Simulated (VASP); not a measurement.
A run of VASP 6.6.1:

Contents of INCAR:

```
ALGO = Normal
EDIFF = 1E-6
ENCUT = 500
GGA = PS
GGA_COMPAT = F
ISIF = 2
ISMEAR = 0
LASPH = T
LCHARG = F
LREAL = F
LWAVE = F
NBANDS = 12
NELM = 120
PREC = Accurate
SIGMA = 0.1
```

KPOINTS

```
k-points
0
Gamma
  18 18 18
```

Contents of POSCAR:

```
Nb
1.0
    0.0000000000      2.0697141094      2.0697141094
    2.0697141094      0.0000000000      2.0697141094
    2.0697141094      2.0697141094      0.0000000000
Nb
1
Direct
    0.0000000000      0.0000000000      0.0000000000
```

Potentials or basis: VASP PAW PBE potentials, release 64 (Nb_sv).

Command:

```sh
$ cat potpaw_PBE.64/Nb_sv/POTCAR > POTCAR
$ mpirun -np 1 vasp_std > vasp.out
```

Hardware: 1 thread of Intel(R) Xeon(R) 6975P-C (Granite Rapids) (shared host).

Estimate the wall time of this run.

Wall time 13 s on 1 thread of Intel(R) Xeon(R) 6975P-C (Granite Rapids), with other jobs on the host, peak memory 0.16 GiB. Counts: scf iterations 12, k points 195.
